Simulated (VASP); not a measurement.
**KMgF3: single point with PBE**

The system is KMgF3.

```
K Mg F
1.0
     3.98590    0.00000    0.00000
     0.00000    3.98590    0.00000
     0.00000    0.00000    3.66703
K Mg F
1 1 3
Direct
  0.50000 0.50000 0.50000
  0.00000 0.00000 0.00000
  0.50000 0.00000 0.00000
  0.00000 0.50000 0.00000
  0.00000 0.00000 0.50000
```

This cell differs from its parent crystal: strain +0.000 along x and y, -0.080 along z.

| Property | Result |
| --- | --- |
| Program | VASP 6.6.1 |
| Task | single point |
| Functional | PBE |
| Potentials or basis | VASP PAW PBE potentials, release 64 (K_sv, Mg, F) |
| Cutoff | 520 eV |
| k mesh | 6 × 6 × 6 |
| Occupations | gaussian, width 0.05 eV |
| Spin | no spin polarisation |
| Dipole correction | no |
| Further INCAR settings | ALGO = Normal; EDIFF = 1e-07; NBANDS = 24 |

The pressure is 12.7 GPa. The band gap on the k mesh is 7.92 eV (least direct gap 8.25 eV).

Stress tensor (GPa, compression positive):
```
 8.08  0.00  0.00
 0.00  8.08  0.00
 0.00  0.00 22.05
```

Levels at points of the mesh, in eV from the valence-band top:
```tsv
k point	band 14	band 15	band 16	band 17	band 18	band 19
(0.00, 0.00, 0.00)	-0.33	-0.33	-0.32	7.92	9.96	10.39
(0.50, 0.00, 0.00)	-0.79	-0.58	-0.57	10.49	11.12	11.22
(0.50, 0.50, 0.00)	-1.00	-1.00	-0.13	11.29	11.71	13.20
(0.00, 0.00, 0.50)	-1.02	-0.61	-0.61	10.87	11.40	11.78
(0.50, 0.00, 0.50)	-0.86	-0.85	-0.04	11.35	12.28	12.93
(0.50, 0.50, 0.50)	-0.08	0.00	0.00	10.71	10.71	10.73
```

Run time: 66 s on 1 thread of Intel(R) Xeon(R) Platinum 8259CL CPU @ 2.50GHz (Skylake/Cascade Lake), with other jobs on the host, peak memory 0.2 GiB.

Caveat: the cell differs from its parent crystal (strain +0.000 along x and y, -0.080 along z); the cell stands under pressure. A k mesh can miss the band edges.
